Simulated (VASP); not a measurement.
# Pt (Im-3m) in VASP: further runs

The runs below take Pt through single point, with r2SCAN.

Program: VASP 6.6.1. These are calculated values, not measurements. Logs are shortened: lines on timing, memory, paths and dates and some standing lists are left out, and cuts for length are marked.

### 1 The cell of the first run

The structure is cubic, space group Im-3m (No. 229). The conventional cell has a = 3.098 Å, b = 3.098 Å, c = 3.098 Å, α = 90.00°, β = 90.00°, γ = 90.00°. Pt (site symmetry m-3m) has 14 Pt at 2.68 to 3.10 Å within 3.5 Å.

### 2 Single point, r2SCAN, collinear spin, ferromagnetic start (volume scaled by 0.96)

File POSCAR:

```
Pt
1.0
   -1.5488422200      1.5488422200      1.5488422200
    1.5488422200     -1.5488422200      1.5488422200
    1.5488422200      1.5488422200     -1.5488422200
Pt
1
Direct
    0.0000000000      0.0000000000      0.0000000000
```

File INCAR.step1:

```
SYSTEM = Pt
PREC = Accurate
ENCUT = 520
ISMEAR = -1
SIGMA = 0.05
LREAL = .False.
LASPH = .True.
NELM = 150
ISPIN = 2
MAGMOM = 1
LMAXMIX = 4
NBANDS = 15
GGA = PE
ALGO = Normal
EDIFF = 1E-4
LWAVE = .True.
LCHARG = .False.
```

File INCAR.step2:

```
SYSTEM = Pt
PREC = Accurate
ENCUT = 520
EDIFF = 1E-6
ISMEAR = -1
SIGMA = 0.05
LREAL = .False.
LASPH = .True.
NELM = 150
ALGO = Normal
ISIF = 2
LWAVE = .False.
LCHARG = .True.
ISPIN = 2
MAGMOM = 1
LORBIT = 11
LMAXMIX = 4
METAGGA = R2SCAN
LMIXTAU = .True.
LELF = .True.
LVHAR = .True.
NBANDS = 15
ISTART = 1
```

File KPOINTS:

```
Automatic mesh
0
Gamma
  16 16 16
  0 0 0
```

Potentials or basis: VASP PAW PBE potentials, release 64 (Pt).

Launch:

```sh
$ cat potpaw_PBE.64/Pt/POTCAR > POTCAR
$ cp INCAR.step1 INCAR
$ mpirun -np 1 vasp_std > vasp.out
$ cp INCAR.step2 INCAR
$ mpirun -np 1 vasp_std > vasp.out
```

OUTCAR:

```text
SYSTEM = Pt
   PREC = Accurate
   ENCUT = 520
   EDIFF = 1E-6
   ISMEAR = -1
   LREAL = .False.
   LASPH = .True.
   NELM = 150
   ISIF = 2
   ISPIN = 2
   LORBIT = 11
   METAGGA = R2SCAN
   ISTART = 1

 ion  position               nearest neighbor table
   1  0.000  0.000  0.000-

  LATTYP: Found a body centered cubic cell.
 ALAT       =     3.0976844400

  Lattice vectors:

 A1 = (  -1.5488422200,   1.5488422200,   1.5488422200)
 A2 = (   1.5488422200,  -1.5488422200,   1.5488422200)
 A3 = (   1.5488422200,   1.5488422200,  -1.5488422200)

Analysis of symmetry for initial positions (statically):
=====================================================================
 Subroutine PRICEL returns:
 Original cell was already a primitive cell.

 Routine SETGRP: Setting up the symmetry group for a
 body centered cubic supercell.

 Subroutine GETGRP returns: Found 48 space group operations
 (whereof 48 operations were pure point group operations)
 out of a pool of 48 trial point group operations.

The static configuration has the point symmetry O_h .

Analysis of symmetry for dynamics (positions and initial velocities):
=====================================================================
 Subroutine PRICEL returns:
 Original cell was already a primitive cell.

 Routine SETGRP: Setting up the symmetry group for a
 body centered cubic supercell.

 Subroutine GETGRP returns: Found 48 space group operations
 (whereof 48 operations were pure point group operations)
 out of a pool of 48 trial point group operations.

The dynamic configuration has the point symmetry O_h .

Analysis of structural, dynamic, and magnetic symmetry:
=====================================================================
 Subroutine PRICEL returns:
 Original cell was already a primitive cell.

 Routine SETGRP: Setting up the symmetry group for a
 body centered cubic supercell.

 Subroutine GETGRP returns: Found 48 space group operations
 (whereof 48 operations were pure point group operations)
 out of a pool of 48 trial point group operations.

The overall configuration has the point symmetry O_h .

 Subroutine INISYM returns: Found 48 space group operations
 (whereof 48 operations are pure point group operations),
 and found     1 'primitive' translations

----------------------------------------------------------------------------------------

                                     Primitive cell

  volume of cell :      14.8621

  direct lattice vectors                    reciprocal lattice vectors
    -1.548842220  1.548842220  1.548842220     0.000000000  0.322821778  0.322821778
     1.548842220 -1.548842220  1.548842220     0.322821778  0.000000000  0.322821778
     1.548842220  1.548842220 -1.548842220     0.322821778  0.322821778  0.000000000

  length of vectors
     2.682673418  2.682673418  2.682673418     0.456538937  0.456538937  0.456538937

  position of ions in fractional coordinates (direct lattice)
     0.000000000  0.000000000  0.000000000

  ion indices of the primitive-cell ions
   primitive index   ion index
                 1           1

----------------------------------------------------------------------------------------

 KPOINTS: Automatic mesh

Automatic generation of k-mesh.
 Grid dimensions read from file:
 generate k-points for:   16   16   16

 Generating k-lattice:

  Cartesian coordinates                     Fractional coordinates (reciprocal lattice)
     0.000000000  0.020176361  0.020176361     0.062500000  0.000000000  0.000000000
     0.020176361  0.000000000  0.020176361     0.000000000  0.062500000  0.000000000
     0.020176361  0.020176361  0.000000000     0.000000000  0.000000000  0.062500000

  Length of vectors
     0.028533684  0.028533684  0.028533684

  Shift w.r.t. Gamma in fractional coordinates (k-lattice)
     0.000000000  0.000000000  0.000000000

 Subroutine IBZKPT returns following result:
 ===========================================

 Found    145 irreducible k-points:

 Following reciprocal coordinates:
            Coordinates               Weight
  0.000000  0.000000  0.000000      1.000000
  0.062500  0.000000  0.000000     12.000000
  0.125000  0.000000  0.000000     12.000000
  0.187500  0.000000  0.000000     12.000000
  0.250000  0.000000  0.000000     12.000000
  0.312500  0.000000  0.000000     12.000000
[... 16 lines left out ...]
  0.187500  0.187500  0.000000     24.000000
  0.250000  0.187500  0.000000     48.000000
 [... further k-points ...]
   k-points           NKPTS =    145   k-points in BZ     NKDIM =    145   number of bands    NBANDS=     15
   number of dos      NEDOS =    301   number of ions     NIONS =      1
   total plane-waves  NPLWV =   8000
   dimension x,y,z NGX =    20 NGY =   20 NGZ =   20
   dimension x,y,z NGXF=    40 NGYF=   40 NGZF=   40
   ions per type =               1
   NGX,Y,Z   is equivalent  to a cutoff of  12.39, 12.39, 12.39 a.u.
   NGXF,Y,Z  is equivalent  to a cutoff of  24.79, 24.79, 24.79 a.u.
 SYSTEM =  Pt
   PREC   = accura    normal or accurate (medium, high low for compatibility)
   ISTART =      1    job   : 0-new  1-cont  2-samecut
   ICHARG =      0    charge: 1-file 2-atom 10-const
   ISPIN  =      2    spin polarized calculation?
   LNONCOLLINEAR =      F non collinear calculations
   LSORBIT =      F    spin-orbit coupling
   LASPH  =      T    aspherical Exc in radial PAW
   ENCUT  =  520.0 eV  38.22 Ry    6.18 a.u.   4.99  4.99  4.99*2*pi/ulx,y,z
   NELM   =    150;   NELMIN=  2; NELMDL=  0     # of ELM steps
   EDIFF  = 0.1E-05   stopping-criterion for ELM
   LREAL  =      F    real-space projection
   EDIFFG = 0.1E-04   stopping-criterion for IOM
   NSW    =      0    number of steps for IOM
   IBRION =     -1    ionic relax: 0-MD 1-quasi-New 2-CG
   NFREE  =      0    steps in history (QN), initial steepest desc. (CG)
   ISIF   =      2    stress and relaxation
   ISYM   =      2    0-nonsym 1-usesym 2-fastsym
   POTIM  = 0.5000    time-step for ionic-motion
   TEBEG  =    0.0;   TEEND  =   0.0 temperature during run
   PSTRESS=    0.0 pullay stress
   NELECT =      10.0000    total number of electrons
   NUPDOWN=      -1.0000    fix difference up-down
   EMIN   =  10.00;   EMAX   =-10.00  energy-range for DOS
   EFERMI =   0.00;   METHOD = LEGACY
   ISMEAR =    -1;   SIGMA  =   0.05  broadening in eV -4-tet -1-fermi 0-gaus
   EFERMI_NEDOS =   21; number of points for ismear=-14 and -15
   IALGO  =     38    algorithm
   IMIX   =      4    mixing-type and parameters
     AMIX     =   0.40;   BMIX     =  1.00
     AMIX_MAG =   1.60;   BMIX_MAG =  1.00
  volume/ion in A,a.u.               =      14.86       100.29
  Fermi-wavevector in a.u.,A,eV,Ry     =   1.434545  2.710898 27.999711  2.057921
  Thomas-Fermi vector in A             =   2.553942
   LORBIT       =     11    0 simple, 1 ext, 2 COOP (PROOUT), +10 PAW based schemes
   METAGGA = R2SCAN    functional components
   LHFCALC =     F    Hartree Fock is set to
   AEXX    =    0.0000 exact exchange contribution
   IVDW    =     0    specifies the selected vdW correction
   LEPSILON=     F    determine dielectric tensor
   LRPA    =     F    only Hartree local field effects (RPA)
 spin polarized calculation
  energy-cutoff  :      520.00
  volume of cell :       14.86
 maximum number of plane-waves:       420
   NGX =  9   NGY =  9   NGZ =  9

 number of electron      10.0000001 magnetization      -0.0000078

 number of electron      10.0000001 magnetization       0.0000016

 Free energy of the ion-electron system (eV)
  ---------------------------------------------------
  ext. energy  EPLUGINS =         0.00000000
  ---------------------------------------------------
  free energy    TOTEN  =       -51.37786633 eV

  energy without entropy =      -51.36703250  energy(sigma->0) =      -51.37244942

 E-fermi :  11.1279     XC(G=0): -14.7133

 val. band max:       11.1119665084   @ k =  -0.4375   0.4375   0.4375
 cond. band min:      11.1352779461   @ k =  -0.3750   0.3750   0.1250
 fundamental gap:      0.0233114378
 Fermi energy:        11.1278648902

 spin component 1

 k-point     1 :       0.0000    0.0000    0.0000
  band No.  band energies     occupation
      1       0.6677      1.00000
      2       7.1168      1.00000
      3       7.1168      1.00000
      4       7.1168      1.00000
      5       9.8571      1.00000
      6       9.8571      1.00000
      7      29.1392      0.00000
      8      29.1392      0.00000
      9      29.1392      0.00000
     10      40.3676      0.00000
     11      40.3676      0.00000
     12      40.9363      0.00000
     13      40.9363      0.00000
     14      40.9363      0.00000
     15      45.2979      0.00000

 k-point     2 :       0.0625    0.0000    0.0000
  band No.  band energies     occupation
      1       0.8438      1.00000
      2       7.0452      1.00000
      3       7.1167      1.00000
      4       7.2617      1.00000
      5       9.7637      1.00000
      6       9.8615      1.00000
      7      29.2285      0.00000
      8      29.3098      0.00000
      9      29.4021      0.00000
     10      38.1509      0.00000
     11      38.8226      0.00000
     12      40.5206      0.00000
     13      41.6818      0.00000
     14      43.1788      0.00000
     15      45.1369      0.00000
[... 365 lines left out ...]
      3       6.4978      1.00000
      4       9.2092      1.00000
      5      10.2132      1.00000
      6      11.2164      0.14557
      7      24.7944      0.00000
      8      26.9011      0.00000
      9      29.8728      0.00000
     10      32.5878      0.00000
     11      37.6882      0.00000
     12      40.4303      0.00000
     13      43.1856      0.00000
     14      44.1069      0.00000
     15      44.4140      0.00000

 k-point    24 :       0.2500    0.1875    0.0000
  band No.  band energies     occupation
      1       4.5257      1.00000
      2       6.0455      1.00000
      3       6.9213      1.00000
      4       9.3642      1.00000
      5      10.2921      1.00000
      6      12.6210      0.00000
      7      22.4280      0.00000
      8      25.6188      0.00000
      9      28.8527      0.00000
     10      33.4839      0.00000
     11      37.9848      0.00000
     12      40.7208      0.00000
     13      43.5316      0.00000
     14      43.9161      0.00000
     15      44.7864      0.00000

 [... further k-points ...]

 spin component 2

 k-point     1 :       0.0000    0.0000    0.0000
  band No.  band energies     occupation
      1       0.6677      1.00000
      2       7.1168      1.00000
      3       7.1168      1.00000
      4       7.1168      1.00000
      5       9.8571      1.00000
      6       9.8571      1.00000
      7      29.1392      0.00000
      8      29.1392      0.00000
      9      29.1392      0.00000
     10      40.3676      0.00000
     11      40.3676      0.00000
     12      40.9363      0.00000
     13      40.9363      0.00000
     14      40.9363      0.00000
     15      45.2979      0.00000

 k-point     2 :       0.0625    0.0000    0.0000
  band No.  band energies     occupation
      1       0.8438      1.00000
      2       7.0452      1.00000
      3       7.1167      1.00000
      4       7.2617      1.00000
      5       9.7637      1.00000
      6       9.8615      1.00000
      7      29.2285      0.00000
      8      29.3098      0.00000
      9      29.4021      0.00000
     10      38.1509      0.00000
     11      38.8226      0.00000
     12      40.5206      0.00000
     13      41.6818      0.00000
     14      43.1788      0.00000
     15      45.1370      0.00000
[... 365 lines left out ...]
      3       6.4978      1.00000
      4       9.2092      1.00000
      5      10.2132      1.00000
      6      11.2164      0.14557
      7      24.7944      0.00000
      8      26.9011      0.00000
      9      29.8728      0.00000
     10      32.5878      0.00000
     11      37.6882      0.00000
     12      40.4303      0.00000
     13      43.1856      0.00000
     14      44.1069      0.00000
     15      44.4140      0.00000

 k-point    24 :       0.2500    0.1875    0.0000
  band No.  band energies     occupation
      1       4.5257      1.00000
      2       6.0455      1.00000
      3       6.9213      1.00000
      4       9.3642      1.00000
      5      10.2921      1.00000
      6      12.6210      0.00000
      7      22.4280      0.00000
      8      25.6188      0.00000
      9      28.8527      0.00000
     10      33.4839      0.00000
     11      37.9848      0.00000
     12      40.7208      0.00000
     13      43.5316      0.00000
     14      43.9161      0.00000
     15      44.7863      0.00000

 [... further k-points ...]

------------------------ aborting loop because EDIFF is reached ----------------------------------------

  FORCE on cell =-STRESS in cart. coord.  units (eV):
  Direction    XX          YY          ZZ          XY          YZ          ZX
  --------------------------------------------------------------------------------------
  -------------------------------------------------------------------------------------
  Total        1.1816590      1.1816590      1.1816590      0.0000000      0.0000000      0.0000000
  in kB      127.3858585    127.3858585    127.3858585      0.0000000      0.0000000      0.0000000
  external PRESSURE =     127.3858585 kB  Pullay stress =       0.0000000 kB

 VOLUME and BASIS-vectors are now :
 -----------------------------------------------------------------------------
  energy-cutoff  :      520.00
  volume of cell :       14.86
      direct lattice vectors                 reciprocal lattice vectors
    -1.548842220  1.548842220  1.548842220     0.000000000  0.322821778  0.322821778
     1.548842220 -1.548842220  1.548842220     0.322821778  0.000000000  0.322821778
     1.548842220  1.548842220 -1.548842220     0.322821778  0.322821778  0.000000000

 POSITION                                       TOTAL-FORCE (eV/Angst)
 -----------------------------------------------------------------------------------
      0.00000      0.00000      0.00000        -0.000000      0.000000      0.000000
 -----------------------------------------------------------------------------------
    total drift:                                0.000000     -0.000000      0.000000

  FREE ENERGIE OF THE ION-ELECTRON SYSTEM (eV)
  ---------------------------------------------------
  free  energy   TOTEN  =       -51.3778663329 eV

  energy  without entropy=      -51.3670325031  energy(sigma->0) =      -51.37244942

 total charge

# of ion       s       p       d       tot
------------------------------------------
    1        0.653   0.594   8.107   9.355

 magnetization (x)

# of ion       s       p       d       tot
------------------------------------------
    1        0.000  -0.000  -0.000  -0.000
```

Run time: 86 s. Hardware: 1 thread of Intel Xeon 6975P-C (Granite Rapids), shared host; peak memory 0.17 GiB.

What came out:

```yaml
Free_energy: -51.3779 eV
Pressure: 12.7 GPa
Band_gap_on_the_k_mesh: zero (filled and empty bands overlap)
Net_moment: 0.00 μB per cell
Valence_electrons_inside_the_program's_atomic_spheres: Pt 9.36
```

Caveat: the PAW data sets were made with another functional, which shifts forces and pressure a little; spin-orbit coupling is left out, which moves the levels of the heavy elements.

(Continued in part 2 of 3.)
